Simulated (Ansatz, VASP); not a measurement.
# Two plane-wave programs on Si

The input INCAR:

```
  PREC = Accurate
  ENCUT = 520
  EDIFF = 1E-6
  ISMEAR = 0
  SIGMA = 0.05
  LREAL = False
  LASPH = True
  NELM = 60
  ALGO = Normal
  ISIF = 2
  LWAVE = False
  LCHARG = False
  GGA = PE
  NBANDS = 11
```

The input KPOINTS:

```
regular mesh
0
Gamma
  10 10 10
```

Contents of POSCAR:

```
Si
1.0
    0.0101830125      2.7154700000      2.7154700000
    2.7256530125      0.0000000000      2.7256530125
    2.7154700000      2.7154700000      0.0101830125
Si
2
Direct
    0.5000000000      0.5000000000      0.5000000000
    0.7500000000      0.7500000000      0.7500000000
```

Input for Ansatz:

```yaml
crystal:
  lattice:
    - [0.0101830125, 2.71547, 2.71547]
    - [2.7256530125, 0.0, 2.7256530125]
    - [2.71547, 2.71547, 0.0101830125]
  atoms:
    - { symbol: Si, position: [0.5, 0.5, 0.5] }
    - { symbol: Si, position: [0.75, 0.75, 0.75] }
basis:
  ecutwfc: 420
kpoints:
  mp_grid: { grid: [10, 10, 10] }
hamiltonian:
  xc: pbe
scf:
  occupations: { method: gaussian, width: 0.05 }
output:
  forces: true
  stress: true
  eigenvalues: true
```

Change from the starting cell: strain +0.0075 x Voigt [0, 0, 0, 0, 1, 0], atoms carried along.

Alike in both runs: task single point; functional PBE; k mesh 10 × 10 × 10; occupations gaussian, width 0.05 eV; no spin polarisation.

|  | VASP | Ansatz |
| --- | --- | --- |
| version | VASP 6.6.1 | Ansatz 0.2.0 |
| potentials or method | VASP PAW PBE potentials, release 64 (Si), cutoff 520 eV | scalar-relativistic, plane waves, PAW |
| valence electrons in the cell | 8 | 8 |

VASP gave:

- gap on the k mesh at the Fermi level (eV): 0.57
- least direct gap on the mesh (eV): 2.50
- pressure (GPa): 1.9
- traceless stress, the component that is largest in VASP (GPa): -0.79
- rms of the force components (eV/Å): 0.043

Problem. Which values does Ansatz return?

Solution. gap on the k mesh at the Fermi level (eV): 0.57; least direct gap on the mesh (eV): 2.49; pressure (GPa): 2.0; traceless stress, the component that is largest in VASP (GPa): -0.79; rms of the force components (eV/Å): 0.043.

Atom by atom the forces differ by 0.000 eV/Å (rms over components).
